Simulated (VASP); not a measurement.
# AlNi (P4/mmm) in VASP: a series of runs

The runs below take AlNi through single point, with PBE.

Everything below comes from runs of VASP 6.6.1. Logs are shortened: lines on timing, memory, paths and dates and some standing lists are left out, and cuts for length are marked.

## Step 1: The cell of the first run

It takes space group P4/mmm (No. 123, tetragonal). Conventional cell: a = 2.918 Å, b = 2.918 Å, c = 2.901 Å, α = 90.00°, β = 90.00°, γ = 90.00°. Al (site symmetry 4/mmm) has 8 Ni at 2.52 Å and 6 Al at 2.90 to 2.92 Å within 3.3 Å. Within 3.3 Å of Ni (site symmetry 4/mmm) lie 8 Al at 2.52 Å and 6 Ni at 2.90 to 2.92 Å.

## Step 2: Single point, PBE (strain +0.0100 x Voigt [1, 1, 0, 0, 0, 0])

Input file INCAR:

```
SYSTEM = AlNi
PREC     = Accurate       ! precision mode
ENCUT    = 520            ! plane-wave cutoff, eV
EDIFF    = 1E-6           ! SCF threshold, eV
ISMEAR   = 0              ! smearing method
SIGMA    = 0.15           ! smearing width, eV
LREAL    = .False.        ! projectors in reciprocal space
LASPH    = .True.         ! aspherical terms in the spheres
NELM     = 60             ! most SCF steps
ALGO     = Fast           ! electronic algorithm
ISIF     = 2              ! what is computed and relaxed
LWAVE    = .False.        ! write WAVECAR
LCHARG   = .False.        ! write CHGCAR
GGA      = PE             ! functional
NBANDS   = 14             ! bands
```

Input file KPOINTS:

```
regular mesh
0
Gamma
  20 20 20
  0 0 0
```

Input file POSCAR:

```
AlNi
1.0
    2.0632379050     -2.0632379050      0.0000000000
    2.0632379050      2.0632379050      0.0000000000
    0.0000000000      0.0000000000      2.9011416498
Al Ni
1 1
Direct
    0.0000000000      0.0000000000      0.0000000000
    0.5000000000      0.5000000000      0.5000000000
```

Potentials or basis: VASP PAW PBE potentials, release 64 (Al, Ni).

Started as:

```
> cat potpaw_PBE.64/Al/POTCAR potpaw_PBE.64/Ni/POTCAR > POTCAR
> mpirun -np 1 vasp_std > vasp.out
```

OUTCAR:

```text
SYSTEM = AlNi
   PREC = Accurate
   ENCUT = 520
   EDIFF = 1E-6
   ISMEAR = 0
   LREAL = .False.
   LASPH = .True.
   NELM = 60
   ISIF = 2
   GGA = PE

 ion  position               nearest neighbor table
   1  0.000  0.000  0.000-   2 2.52   2 2.52   2 2.52   2 2.52   2 2.52   2 2.52   2 2.52   2 2.52

   2  0.500  0.500  0.500-   1 2.52   1 2.52   1 2.52   1 2.52   1 2.52   1 2.52   1 2.52   1 2.52

  LATTYP: Found a simple tetragonal cell.
 ALAT       =     2.9178590277
 C/A-ratio  =     0.9942706698

  Lattice vectors:

 A1 = (   2.0632379050,  -2.0632379050,   0.0000000000)
 A2 = (   2.0632379050,   2.0632379050,   0.0000000000)
 A3 = (   0.0000000000,   0.0000000000,   2.9011416498)

Analysis of symmetry for initial positions (statically):
=====================================================================
 Subroutine PRICEL returns:
 Original cell was already a primitive cell.

 Routine SETGRP: Setting up the symmetry group for a
 simple tetragonal supercell.

 Subroutine GETGRP returns: Found 16 space group operations
 (whereof 16 operations were pure point group operations)
 out of a pool of 16 trial point group operations.

The static configuration has the point symmetry D_4h.

Analysis of symmetry for dynamics (positions and initial velocities):
=====================================================================
 Subroutine PRICEL returns:
 Original cell was already a primitive cell.

 Routine SETGRP: Setting up the symmetry group for a
 simple tetragonal supercell.

 Subroutine GETGRP returns: Found 16 space group operations
 (whereof 16 operations were pure point group operations)
 out of a pool of 16 trial point group operations.

The dynamic configuration has the point symmetry D_4h.

 Subroutine INISYM returns: Found 16 space group operations
 (whereof 16 operations are pure point group operations),
 and found     1 'primitive' translations

----------------------------------------------------------------------------------------

                                     Primitive cell

  volume of cell :      24.7000

  direct lattice vectors                    reciprocal lattice vectors
     2.063237905 -2.063237905  0.000000000     0.242337541 -0.242337541  0.000000000
     2.063237905  2.063237905  0.000000000     0.242337541  0.242337541  0.000000000
     0.000000000  0.000000000  2.901141650     0.000000000  0.000000000  0.344691891

  length of vectors
     2.917859028  2.917859028  2.901141650     0.342717037  0.342717037  0.344691891

  position of ions in fractional coordinates (direct lattice)
     0.000000000  0.000000000  0.000000000
     0.500000000  0.500000000  0.500000000
[... 91 lines left out ...]
   EFERMI =   0.00;   METHOD = LEGACY
   ISMEAR =     0;   SIGMA  =   0.15  broadening in eV -4-tet -1-fermi 0-gaus
   EFERMI_NEDOS =   21; number of points for ismear=-14 and -15
   IALGO  =     68    algorithm
   IMIX   =      4    mixing-type and parameters
     AMIX     =   0.40;   BMIX     =  1.00
     AMIX_MAG =   1.60;   BMIX_MAG =  1.00
  volume/ion in A,a.u.               =      12.35        83.34
  Fermi-wavevector in a.u.,A,eV,Ry     =   1.321773  2.497788 23.770507  1.747083
  Thomas-Fermi vector in A             =   2.451502
   LORBIT       =      0    0 simple, 1 ext, 2 COOP (PROOUT), +10 PAW based schemes
   GGA     = PE    functional components
   LHFCALC =     F    Hartree Fock is set to
   AEXX    =    0.0000 exact exchange contribution
   IVDW    =     0    specifies the selected vdW correction
   LEPSILON=     F    determine dielectric tensor
   LRPA    =     F    only Hartree local field effects (RPA)
 non-spin polarized calculation
 RMM-DIIS sequential band-by-band and
 Gauss-broadening in eV      SIGMA  =   0.15
  energy-cutoff  :      520.00
  volume of cell :       24.70
 maximum number of plane-waves:       691
 NGX is ok and might be reduce to    24
   NGX = 11   NGY = 11   NGZ = 11

 number of electron      13.0000006 magnetization

 Free energy of the ion-electron system (eV)
  ---------------------------------------------------
  ext. energy  EPLUGINS =         0.00000000
  ---------------------------------------------------
  free energy    TOTEN  =       -10.53835719 eV

  energy without entropy =      -10.52811661  energy(sigma->0) =      -10.53323690

 E-fermi :   9.6027     XC(G=0): -11.8935

 val. band max:        9.6025633511   @ k =   0.4500   0.2500   0.4000
 cond. band min:       9.6036674618   @ k =   0.3500   0.0500   0.3000
 fundamental gap:      0.0011041106
 Fermi energy:         9.6026724682

 k-point     1 :       0.0000    0.0000    0.0000
  band No.  band energies     occupation
      1      -1.2993      2.00000
      2       6.5291      2.00000
      3       6.5333      2.00000
      4       8.1198      2.00000
      5       8.1346      2.00000
      6       8.1346      2.00000
      7      14.9016      0.00000
      8      14.9016      0.00000
      9      15.1025      0.00000
     10      17.6019      0.00000
     11      17.6467      0.00000
     12      22.7755      0.00000
     13      30.0791      0.00000
     14      30.2005      0.00000
[... 377 lines left out ...]
      1      -0.4122      2.00000
      2       6.4065      2.00000
      3       6.6761      2.00000
      4       7.7633      2.00000
      5       7.8916      2.00000
      6       8.0980      2.00000
      7      11.3693      0.00000
      8      14.1754      0.00000
      9      16.2235      0.00000
     10      18.6162      0.00000
     11      21.3638      0.00000
     12      24.1931      0.00000
     13      25.7770      0.00000
     14      26.1797      0.00000

 [... further k-points ...]

------------------------ aborting loop because EDIFF is reached ----------------------------------------

  FORCE on cell =-STRESS in cart. coord.  units (eV):
  Direction    XX          YY          ZZ          XY          YZ          ZX
  --------------------------------------------------------------------------------------
  -------------------------------------------------------------------------------------
  Total       -0.5155762     -0.5155762     -0.4540170      0.0000000     -0.0000000     -0.0000000
  in kB      -33.4430527    -33.4430527    -29.4499869      0.0000000     -0.0000000     -0.0000000
  external PRESSURE =     -32.1120308 kB  Pullay stress =       0.0000000 kB

 VOLUME and BASIS-vectors are now :
 -----------------------------------------------------------------------------
  energy-cutoff  :      520.00
  volume of cell :       24.70
      direct lattice vectors                 reciprocal lattice vectors
     2.063237905 -2.063237905  0.000000000     0.242337541 -0.242337541  0.000000000
     2.063237905  2.063237905  0.000000000     0.242337541  0.242337541  0.000000000
     0.000000000  0.000000000  2.901141650     0.000000000  0.000000000  0.344691891

 POSITION                                       TOTAL-FORCE (eV/Angst)
 -----------------------------------------------------------------------------------
      0.00000      0.00000      0.00000        -0.000000     -0.000000      0.000000
      2.06324      0.00000      1.45057         0.000000      0.000000      0.000000
 -----------------------------------------------------------------------------------
    total drift:                                0.000000     -0.000000     -0.000000

  FREE ENERGIE OF THE ION-ELECTRON SYSTEM (eV)
  ---------------------------------------------------
  free  energy   TOTEN  =       -10.5383571857 eV

  energy  without entropy=      -10.5281166104  energy(sigma->0) =      -10.53323690
```

OSZICAR:

```text
N       E                     dE             d eps       ncg     rms          rms(c)
DAV:   1     0.398862925551E+02    0.39886E+02   -0.53772E+03 20576   0.961E+02
DAV:   2    -0.102164192537E+02   -0.50103E+02   -0.45330E+02 21978   0.177E+02
DAV:   3    -0.119136562606E+02   -0.16972E+01   -0.16799E+01 25782   0.362E+01
DAV:   4    -0.119362753425E+02   -0.22619E-01   -0.22613E-01 24478   0.382E+00
DAV:   5    -0.119369650810E+02   -0.68974E-03   -0.68973E-03 26276   0.726E-01    0.117E+01
RMM:   6    -0.139758402602E+02   -0.20389E+01   -0.14311E+01 24600   0.470E+01    0.170E+01
RMM:   7    -0.105535560940E+02    0.34223E+01   -0.40503E+00 22690   0.245E+01    0.105E+00
RMM:   8    -0.105473574002E+02    0.61987E-02   -0.87197E-02 21601   0.284E+00    0.662E-01
RMM:   9    -0.105417998687E+02    0.55575E-02   -0.25888E-02 23010   0.972E-01    0.519E-01
RMM:  10    -0.105383130049E+02    0.34869E-02   -0.63517E-03 24939   0.995E-01    0.103E-01
RMM:  11    -0.105385540749E+02   -0.24107E-03   -0.64990E-04 27340   0.301E-01    0.138E-01
RMM:  12    -0.105383460471E+02    0.20803E-03   -0.36398E-04 26726   0.212E-01    0.144E-02
RMM:  13    -0.105383550650E+02   -0.90179E-05   -0.84734E-05 27898   0.611E-02    0.126E-02
RMM:  14    -0.105383580842E+02   -0.30193E-05   -0.17645E-05 28413   0.292E-02    0.256E-02
RMM:  15    -0.105383571857E+02    0.89852E-06   -0.32159E-06 22725   0.196E-02
   1 F= -.10538357E+02 E0= -.10533237E+02  d E =-.102406E-01
```

It took 1.8 min on 1 thread of Intel Xeon Platinum 8488C (Sapphire Rapids), shared host; peak memory 0.35 GiB.

What came out:

```yaml
Free_energy: -10.5384 eV
Pressure: -3.2 GPa
```

Caveat: the cell differs from its parent crystal (strain +0.0100 x Voigt [1, 1, 0, 0, 0, 0]).

## Step 3: Single point, PBE (strain +0.0150 x Voigt [1, 1, 0, 0, 0, 0])

Input file INCAR:

```
SYSTEM = AlNi
PREC = Accurate
ENCUT = 520
EDIFF = 1E-6
ISMEAR = 0
SIGMA = 0.15
LREAL = .FALSE.
LASPH = .TRUE.
NELM = 60
ALGO = Fast
ISIF = 2
LWAVE = .FALSE.
LCHARG = .FALSE.
GGA = PE
NBANDS = 14
```

Input file KPOINTS:

```
regular mesh
0
G
  20 20 20
  0 0 0
```

Input file POSCAR:

```
AlNi
1.0
    2.0734519541     -2.0734519541      0.0000000000
    2.0734519541      2.0734519541      0.0000000000
    0.0000000000      0.0000000000      2.9011416498
Al Ni
1 1
Direct
    0.0000000000      0.0000000000      0.0000000000
    0.5000000000      0.5000000000      0.5000000000
```

Potentials or basis: VASP PAW PBE potentials, release 64 (Al, Ni).

Started as:

```
> cat potpaw_PBE.64/Al/POTCAR potpaw_PBE.64/Ni/POTCAR > POTCAR
> mpirun -np 1 vasp_std > vasp.out
```

Wall time 1.8 min (1 thread of Intel Xeon Platinum 8488C (Sapphire Rapids), shared host); peak memory 0.36 GiB.

Results (log left out):

| Item | Value |
| --- | --- |
| Free energy | -10.5324 eV |
| Pressure | -4.6 GPa |

Stress tensor (GPa, compression positive):
```
-4.85  0.00  0.00
 0.00 -4.85  0.00
 0.00  0.00 -4.13
```

Levels at points of the mesh, in eV from the Fermi level:
| k point | band 3 | band 4 | band 5 | band 6 | band 7 | band 8 | band 9 | band 10 | band 11 | band 12 |
| --- | --- | --- | --- | --- | --- | --- | --- | --- | --- | --- |
| (0.00, 0.00, 0.00) | -3.02 | -1.47 | -1.44 | -1.44 | 5.20 | 5.20 | 5.57 | 7.95 | 8.03 | 13.01 |
| (0.50, 0.00, 0.00) | -2.59 | -2.14 | -2.08 | -1.37 | -0.64 | 8.22 | 9.68 | 10.04 | 10.34 | 10.64 |
| (0.50, 0.50, 0.00) | -2.81 | -2.81 | -1.92 | -1.92 | -0.97 | 1.35 | 2.21 | 11.98 | 14.95 | 14.96 |
| (0.00, 0.00, 0.50) | -2.57 | -2.14 | -2.14 | -1.38 | -0.57 | 8.23 | 9.73 | 9.73 | 10.44 | 10.44 |
| (0.50, 0.00, 0.50) | -2.77 | -2.72 | -1.97 | -1.96 | -0.95 | 1.44 | 2.30 | 11.73 | 14.68 | 14.78 |
| (0.50, 0.50, 0.50) | -3.89 | -0.94 | -0.92 | 2.04 | 2.04 | 2.06 | 3.32 | 4.19 | 4.30 | 4.30 |

Caveat: the cell differs from its parent crystal (strain +0.0150 x Voigt [1, 1, 0, 0, 0, 0]).
